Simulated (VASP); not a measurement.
MgO: single point with PBEsol

Crystal: MgO.

```
CELL_PARAMETERS angstrom
3.07220 0.00000 0.00000
-1.53610 2.66060 0.00000
0.00000 0.00000 5.42090
ATOMIC_POSITIONS crystal
Mg 0.33333 0.66667 0.00366
Mg 0.66667 0.33333 0.50366
O 0.33333 0.66667 0.40094
O 0.66667 0.33333 0.90094
```

* Program: VASP 6.6.1
* Task: single point
* Functional: PBEsol
* Potentials or basis: VASP PAW PBE potentials, release 64 (Mg, O)
* Cutoff: 520 eV
* k mesh: 9 × 9 × 6
* Occupations: gaussian, width 0.05 eV
* Spin: no spin polarisation

The pressure is 15.7 GPa and the largest force is 1.332 eV/Å. The band gap on the k mesh is 3.94 eV, direct.

Forces on the atoms (eV/Å):
```
Mg   0.000  0.000  1.332
Mg   0.000  0.000  1.332
O    0.000  0.000 -1.332
O    0.000  0.000 -1.332
```

Stress tensor (GPa, compression positive):
```
27.52  0.00  0.00
 0.00 27.52  0.00
 0.00  0.00 -7.85
```

Levels at points of the mesh, in eV from the valence-band top:
| k point | band 6 | band 7 | band 8 | band 9 | band 10 | band 11 |
| --- | --- | --- | --- | --- | --- | --- |
| (0.00, 0.00, 0.00) | -0.05 | 0.00 | 0.00 | 3.94 | 9.54 | 10.12 |
| (0.00, 0.00, 0.50) | -0.08 | -0.08 | -0.08 | 6.49 | 6.49 | 13.06 |

It took 18 s on 1 thread of AMD EPYC 9R45 96-Core Processor (Zen 5) (shared host), peak memory 0.14 GiB.

Caveat: the PAW data sets were made with another functional, which shifts forces and pressure a little. A k mesh can miss the band edges.
